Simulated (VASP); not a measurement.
BeS, 4 atoms in the cell. Symmetry: P6_3/mmc, No. 194, hexagonal system. Conventional cell: a = 3.300 Å, b = 3.300 Å, c = 4.999 Å, α = 90.00°, β = 90.00°, γ = 120.00°. Within 3.0 Å of Be (site symmetry -3m) lie 6 S at 2.28 Å and 2 Be at 2.50 Å. S (site symmetry -6m2) has 6 Be at 2.28 Å within 3.0 Å.  This cell differs from its parent crystal: uniaxial z strain -4.9%.

| Item | Value |
| --- | --- |
| Program | VASP 6.6.1 |
| Task | single point |
| Functional | PBE |
| Potentials or basis | VASP PAW PBE potentials, release 64 (Be, S) |
| Cutoff | 520 eV |
| k mesh | 12 × 12 × 6 |
| Occupations | fermi-dirac, width 0.02 eV |
| Spin | no spin polarisation |
| Dipole correction | no |
| Further INCAR settings | ALGO = Normal; EDIFF = 1e-06; NBANDS = 16 |

Potentials or basis: VASP PAW PBE potentials, release 64 (Be, S).

Launch:

```bash
$ cat potpaw_PBE.64/Be/POTCAR potpaw_PBE.64/S/POTCAR > POTCAR
$ mpirun -np 1 vasp_std > vasp.out
```

Hardware: 1 thread of AMD EPYC 9R45 96-Core Processor (Zen 5), on a shared host.

Question: Estimate the wall time of this run.

Answer: It took 28 s on 1 thread of AMD EPYC 9R45 96-Core Processor (Zen 5) (shared host), peak memory 0.17 GiB. Counts: scf iterations 12, k points 76.
